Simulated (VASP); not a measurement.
# Si2Mo: single point with LDA

Si2Mo:

```
CELL_PARAMETERS angstrom
-1.56734 1.56734 3.85026
1.56734 -1.56734 3.85026
1.56734 1.56734 -3.85026
ATOMIC_POSITIONS crystal
Mo 0.00000 0.00000 0.00000
Si 0.66700 0.66700 0.00000
Si 0.33300 0.33300 0.00000
```

- Program: VASP 6.6.1
- Task: single point
- Functional: LDA
- Potentials or basis: VASP PAW LDA potentials, release 64 (Mo_sv, Si)
- Cutoff: 520 eV
- k mesh: 12 × 12 × 12
- Occupations: fermi-dirac, width 0.05 eV
- Spin: no spin polarisation
- Dipole correction: no
- Further INCAR settings: ALGO = Normal; EDIFF = 1e-06; NBANDS = 18

```json
{"Pressure": "9.0 GPa", "Largest force": "0.265 eV/Å", "Band gap on the k mesh": "zero (bands 11 and 12 overlap by 1.06 eV)"}
```

Forces in eV/Å, atoms in the order of the input:
```
Mo   0.000  0.000  0.000
Si   0.000  0.000 -0.265
Si   0.000  0.000  0.265
```

Levels at points of the mesh, in eV from the Fermi level:
| k point | band 7 | band 8 | band 9 | band 10 | band 11 | band 12 | band 13 | band 14 | band 15 | band 16 |
| --- | --- | --- | --- | --- | --- | --- | --- | --- | --- | --- |
| (0.00, 0.00, 0.00) | -3.36 | -3.35 | -2.83 | -2.83 | 0.44 | 2.95 | 3.44 | 3.82 | 3.82 | 4.36 |
| (0.50, 0.00, 0.00) | -5.17 | -4.60 | -2.85 | -2.69 | -0.60 | 2.45 | 3.12 | 4.40 | 4.49 | 5.61 |
| (0.50, 0.50, 0.00) | -5.92 | -5.24 | -4.72 | -3.32 | -1.08 | 2.51 | 2.97 | 3.24 | 3.46 | 4.91 |
| (0.50, 0.50, 0.50) | -3.87 | -2.48 | -0.65 | -0.65 | -0.51 | -0.51 | 0.60 | 4.83 | 5.80 | 5.99 |

It took 66 s on 1 thread of Intel(R) Xeon(R) 6975P-C (Granite Rapids) (shared host), peak memory 0.24 GiB.

Caveat: the cell stands under pressure.
